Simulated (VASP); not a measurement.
PdCl4:

```xyz
5
Lattice="4.2200 0.0000 0.0000 0.0000 4.2200 0.0000 0.0000 0.0000 5.9680" Properties=species:S:1:pos:R:3 pbc="T T T"
Pd    0.0000    0.0000    0.0000
Cl    2.1100    0.0000    1.4920
Cl    0.0000    2.1100    4.4760
Cl    2.1100    0.0000    4.4760
Cl    0.0000    2.1100    1.4920
```

This cell differs from its parent crystal: atoms taken out.

| Quantity | Value |
| --- | --- |
| Program | VASP 6.6.1 |
| Task | relaxation of cell and atoms |
| Functional | PBE |
| Potentials or basis | VASP PAW PBE potentials, release 64 (Pd, Cl) |
| Cutoff | 600 eV |
| k mesh | 10 × 10 × 6 |
| Occupations | gaussian, width 0.1 eV |
| Spin | no spin polarisation |

At the start: pressure 3.1 GPa; volume 21.26 Å³/atom.

Problem. How do energy, volume and symmetry change on relaxing?

Solution. Over 21 steps the energy falls by 25.1 meV/atom and the volume is 24.39 Å³/atom (+14.8 %); space group P4/mmm (No. 123, to 0.1 Å) before and after.

The path:
```tsv
step	energy change (eV)	largest force (eV/Å)	pressure (GPa)	volume (Å³)
1	0.0000	0.1019	3.13	106.28
2	-0.0585	0.2576	-0.25	112.79
3	-0.0586	0.2517	-0.12	112.50
4	-0.0694	0.1874	-0.07	112.88
5	-0.0817	0.0098	0.14	113.90
6	-0.0860	0.0171	-0.01	114.54
7	-0.0970	0.0394	-0.37	116.45
8	-0.1105	0.0924	-0.84	120.17
9	-0.1054	0.2274	-1.13	127.29
10	-0.1147	0.0962	-0.86	121.68
11	-0.1171	0.0907	-0.75	121.69
12	-0.1223	0.0733	-0.40	121.70
13	-0.1221	0.0389	0.38	121.66
14	-0.1242	0.0566	-0.05	121.69
15	-0.1242	0.0558	-0.03	121.69
16	-0.1245	0.0470	0.00	121.66
17	-0.1251	0.0210	0.08	121.58
18	-0.1247	0.0320	0.25	121.42
19	-0.1252	0.0047	0.13	121.53
20	-0.1253	0.0074	0.06	121.76
21	-0.1254	0.0100	-0.01	121.96
```

Final structure:
```
Pd Cl
1.0
     4.24026    0.00000    0.00000
     0.00000    4.24026    0.00000
     0.00000    0.00000    6.78336
Pd Cl
1 4
Direct
  0.00000 0.00000 0.00000
  0.50000 0.00000 0.22425
  0.00000 0.50000 0.77575
  0.50000 0.00000 0.77575
  0.00000 0.50000 0.22425
```

Caveat: the cell differs from its parent crystal (atoms taken out); this functional lacks dispersion, which binds layers or chains, so the pressure and a relaxed spacing across them are unreliable.
